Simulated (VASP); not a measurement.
# AlN (F-43m) in VASP: settings compared

The runs below take AlN through vibrations by perturbation theory, elastic constants, dielectric tensor, with PBE, LDA, r2SCAN.

Everything below comes from runs of VASP 6.6.1. Logs are shortened: lines on timing, memory, paths and dates and some standing lists are left out, and cuts for length are marked.

## Step 1: The cell of the first run

It takes space group F-43m (No. 216, cubic). The conventional cell has a = 4.368 Å, b = 4.368 Å, c = 4.368 Å, α = 90.00°, β = 90.00°, γ = 90.00°. Al (site symmetry -43m) has 4 N at 1.89 Å within 2.5 Å. Within 2.5 Å of N (site symmetry -43m) lie 4 Al at 1.89 Å.

## Step 2: Vibrations by perturbation theory, PBE

File INCAR:

```
SYSTEM = AlN
  PREC = Accurate
  ENCUT = 520
  EDIFF = 1E-8
  ISMEAR = 0
  SIGMA = 0.01
  LREAL = .False.
  LASPH = .True.
  NELM = 60
  ALGO = Normal
  ISIF = 2
  LWAVE = .False.
  LCHARG = .False.
  GGA = PE
  NBANDS = 11
  IBRION = 8
  NSW = 1
  LEPSILON = .True.
```

File KPOINTS:

```
regular mesh
0
Gamma
  10 10 10
  0 0 0
```

File POSCAR:

```
AlN
1.0
    0.0000000000      2.1839935596      2.1839935596
    2.1839935596      0.0000000000      2.1839935596
    2.1839935596      2.1839935596      0.0000000000
Al N
1 1
Direct
    0.0000000000      0.0000000000      0.0000000000
    0.2500000000      0.2500000000      0.2500000000
```

Potentials or basis: VASP PAW PBE potentials, release 64 (Al, N).

Run with:

```
> cat potpaw_PBE.64/Al/POTCAR potpaw_PBE.64/N/POTCAR > POTCAR
> mpirun -np 1 vasp_std > vasp.out
```

OUTCAR:

```text
SYSTEM = AlN
   PREC = Accurate
   ENCUT = 520
   EDIFF = 1E-8
   ISMEAR = 0
   LREAL = .False.
   LASPH = .True.
   NELM = 60
   ISIF = 2
   GGA = PE
   IBRION = 8
   NSW = 1
   LEPSILON = .True.

 ion  position               nearest neighbor table
   1  0.000  0.000  0.000-   2 1.89   2 1.89   2 1.89   2 1.89
   2  0.250  0.250  0.250-   1 1.89   1 1.89   1 1.89   1 1.89

  LATTYP: Found a face centered cubic cell.
 ALAT       =     4.3679871192

  Lattice vectors:

 A1 = (   0.0000000000,   2.1839935596,   2.1839935596)
 A2 = (   2.1839935596,   0.0000000000,   2.1839935596)
 A3 = (   2.1839935596,   2.1839935596,   0.0000000000)

Analysis of symmetry for initial positions (statically):
=====================================================================
 Subroutine PRICEL returns:
 Original cell was already a primitive cell.

 Routine SETGRP: Setting up the symmetry group for a
 face centered cubic supercell.

 Subroutine GETGRP returns: Found 24 space group operations
 (whereof 24 operations were pure point group operations)
 out of a pool of 48 trial point group operations.

The static configuration has the point symmetry T_d .

Analysis of symmetry for dynamics (positions and initial velocities):
=====================================================================
 Subroutine PRICEL returns:
 Original cell was already a primitive cell.

 Routine SETGRP: Setting up the symmetry group for a
 face centered cubic supercell.

 Subroutine GETGRP returns: Found 24 space group operations
 (whereof 24 operations were pure point group operations)
 out of a pool of 48 trial point group operations.

The dynamic configuration has the point symmetry T_d .

 Subroutine INISYM returns: Found 24 space group operations
 (whereof 24 operations are pure point group operations),
 and found     1 'primitive' translations

----------------------------------------------------------------------------------------

                                     Primitive cell

  volume of cell :      20.8345

  direct lattice vectors                    reciprocal lattice vectors
     0.000000000  2.183993560  2.183993560    -0.228938404  0.228938404  0.228938404
     2.183993560  0.000000000  2.183993560     0.228938404 -0.228938404  0.228938404
     2.183993560  2.183993560  0.000000000     0.228938404  0.228938404 -0.228938404

  length of vectors
     3.088633312  3.088633312  3.088633312     0.396532948  0.396532948  0.396532948

  position of ions in fractional coordinates (direct lattice)
     0.000000000  0.000000000  0.000000000
     0.250000000  0.250000000  0.250000000

  ion indices of the primitive-cell ions
   primitive index   ion index
                 1           1
                 2           2

----------------------------------------------------------------------------------------

 KPOINTS: regular mesh

Automatic generation of k-mesh.
 Grid dimensions read from file:
 generate k-points for:   10   10   10

 Generating k-lattice:

  Cartesian coordinates                     Fractional coordinates (reciprocal lattice)
[... 485 lines left out ...]
  ---------------------------------------------------
  ---------------------------------------------------
  free energy    TOTEN  =        -0.22682431 eV

  energy without entropy =       -0.22682431

------------------------ aborting loop because EDIFF is reached ----------------------------------------

--------------------------------------- Ionic step        2  -------------------------------------------

------------------------ aborting loop because EDIFF is reached ----------------------------------------

--------------------------------------- Ionic step        3  -------------------------------------------

------------------------ aborting loop because EDIFF is reached ----------------------------------------

 PIEZOELECTRIC TENSOR FIELD DIRECTION 3  (e Angst)
 -----------------------------------------------------------------------------
    -0.00042 -0.80770  0.00000           ( -0.00000 -0.00341  0.00000)
    -0.80770 -0.00042  0.00000           ( -0.00341 -0.00000  0.00000)
     0.00000  0.00000  0.00044           (  0.00000  0.00000 -0.00000)

 PIEZOELECTRIC TENSOR FIELD DIRECTION 3  (C/m^2)
 -----------------------------------------------------------------------------
    -0.00032 -0.62112  0.00000
    -0.62112 -0.00032  0.00000
     0.00000  0.00000  0.00033

--------------------------------------- Ionic step        4  -------------------------------------------

------------------------ aborting loop because EDIFF is reached ----------------------------------------

[... ionic steps 5 to 6 ...]

--------------------------------------- Ionic step        7  -------------------------------------------

 Free energy of the ion-electron system (eV)
  ---------------------------------------------------
  ---------------------------------------------------
  free energy    TOTEN  =        -0.23878613 eV

  energy without entropy =       -0.23878613

------------------------ aborting loop because EDIFF is reached ----------------------------------------

 INTERNAL STRAIN TENSOR  FOR ION    2  DIRECTION 1   (eV/Angst):
 -----------------------------------------------------------------------------
    -0.00706  0.00000  0.00000
     0.00000  0.00383 -9.27082
     0.00000 -9.27082  0.00383

 MACROSCOPIC STATIC DIELECTRIC TENSOR (including local field effects in DFT)
 ------------------------------------------------------
           4.576741    -0.000000     0.000000
          -0.000000     4.576741    -0.000000
           0.000000    -0.000000     4.576741
 ------------------------------------------------------

 PIEZOELECTRIC TENSOR (including local field effects)  for field in x, y, z        (e  Angst)
          XX          YY          ZZ          XY          YZ          ZX
  --------------------------------------------------------------------------------
  x     0.00000     0.00000     0.00000     0.00000    -0.80742     0.00000
  y     0.00000     0.00000     0.00000     0.00000     0.00000    -0.80742
  z     0.00000    -0.00000     0.00000    -0.80742     0.00000     0.00000

 PIEZOELECTRIC TENSOR (including local field effects)  for field in x, y, z        (C/m^2)
          XX          YY          ZZ          XY          YZ          ZX
  --------------------------------------------------------------------------------
  x     0.00000     0.00000     0.00000     0.00000    -0.62091     0.00000
  y     0.00000     0.00000     0.00000     0.00000     0.00000    -0.62091
  z     0.00000    -0.00000     0.00000    -0.62091     0.00000     0.00000

 BORN EFFECTIVE CHARGES (including local field effects) (in |e|, cummulative output)
 ---------------------------------------------------------------------------------
 ion    1
    1     2.53380    -0.00000    -0.00000
    2     0.00000     2.53380     0.00000
    3    -0.00000     0.00000     2.53380
 ion    2
    1    -2.53380     0.00000     0.00000
    2     0.00000    -2.53380    -0.00000
    3     0.00000    -0.00000    -2.53380

 INTERNAL STRAIN TENSOR FOR ION    2 for displacements in x,y,z  (eV/Angst):
          X           Y           Z          XY          YZ          ZX
  --------------------------------------------------------------------------------
  x     0.00000     0.00000     0.00000     0.00000    -9.27082     0.00000
  y     0.00000     0.00000     0.00000     0.00000     0.00000    -9.27082
  z     0.00000     0.00000     0.00000    -9.27082     0.00000     0.00000

 SECOND DERIVATIVES (NOT SYMMETRIZED)
 ------------------------------------
               1X          1Y          1Z          2X          2Y          2Z
  1X   -14.684305    0.000000    0.000000   14.684305    0.000000    0.000000
  1Y     0.000000  -14.684305    0.000000    0.000000   14.684305    0.000000
  1Z     0.000000    0.000000  -14.684305    0.000000    0.000000   14.684305
  2X    14.684044    0.000000    0.000000  -14.684044    0.000000    0.000000
  2Y     0.000000   14.684044    0.000000    0.000000  -14.684044    0.000000
  2Z     0.000000    0.000000   14.684044    0.000000    0.000000  -14.684044

 Eigenvectors and eigenvalues of the dynamical matrix
 ----------------------------------------------------

   1 f  =   19.731628 THz   123.977473 2PiTHz  658.176253 cm-1    81.603418 meV
             X         Y         Z           dx          dy          dz
      0.000000  0.000000  0.000000     0.584501   -0.000000   -0.000000
      1.091997  1.091997  1.091997    -0.811393    0.000000   -0.000000
[... 21 lines left out ...]
   6 f/i=    0.000083 THz     0.000522 2PiTHz    0.002773 cm-1     0.000344 meV
             X         Y         Z           dx          dy          dz
      0.000000  0.000000  0.000000    -0.703110    0.404954   -0.002545
      1.091997  1.091997  1.091997    -0.506498    0.291716   -0.001834

--------------------------------------------------------------------------------------------------------

 MACROSCOPIC STATIC DIELECTRIC TENSOR IONIC CONTRIBUTION
 ------------------------------------------------------
           3.797316    -0.000000    -0.000000
          -0.000000     3.797316     0.000000
          -0.000000     0.000000     3.797316
 ------------------------------------------------------

 ELASTIC MODULI CONTR FROM IONIC RELAXATION (kBar)
 Direction    XX          YY          ZZ          XY          YZ          ZX
 --------------------------------------------------------------------------------
 XX          -0.0000     -0.0000     -0.0000     -0.0000      0.0000      0.0000
 YY          -0.0000     -0.0000     -0.0000     -0.0000     -0.0000      0.0000
 ZZ          -0.0000     -0.0000     -0.0000      0.0000     -0.0000      0.0000
 XY          -0.0000     -0.0000      0.0000   -423.8576      0.0000      0.0000
 YZ           0.0000     -0.0000     -0.0000      0.0000   -423.8576      0.0000
 ZX           0.0000      0.0000      0.0000      0.0000      0.0000   -423.8576
 --------------------------------------------------------------------------------

 PIEZOELECTRIC TENSOR IONIC CONTR  for field in x, y, z        (C/m^2)
          XX          YY          ZZ          XY          YZ          ZX
  --------------------------------------------------------------------------------
  x    -0.00000     0.00000     0.00000    -0.00000     1.19377    -0.00000
  y    -0.00000     0.00000    -0.00000     0.00000     0.00000     1.19377
  z     0.00000     0.00000    -0.00000     1.19377    -0.00000     0.00000
```

Run time: 2.4 min. Hardware: 1 thread of Intel Xeon Platinum 8488C (Sapphire Rapids), shared host; peak memory 0.21 GiB.

What came out:

* Electronic dielectric tensor (diagonal): 4.58
* Born charges (mean of the diagonal): Al +2.53; N -2.53 e
* Highest phonon frequency at Γ, LO-TO splitting left out: 658 cm⁻¹

Phonon frequencies in cm⁻¹ (negative: imaginary):
```
              q point        frequencies
(0.000, 0.000, 0.000)  0 0 0 658 658 658
```

Electronic dielectric tensor:
```
4.58 0.00 0.00
0.00 4.58 0.00
0.00 0.00 4.58
```

Born effective charge tensors (e):
atom 1, Al
```
2.53 0.00 0.00
0.00 2.53 0.00
0.00 0.00 2.53
```
atom 2, N
```
-2.53  0.00  0.00
 0.00 -2.53  0.00
 0.00  0.00 -2.53
```

Caveat: the cell stands under pressure or tension, which shifts response properties.

(Part 1 of 2 ends here.)
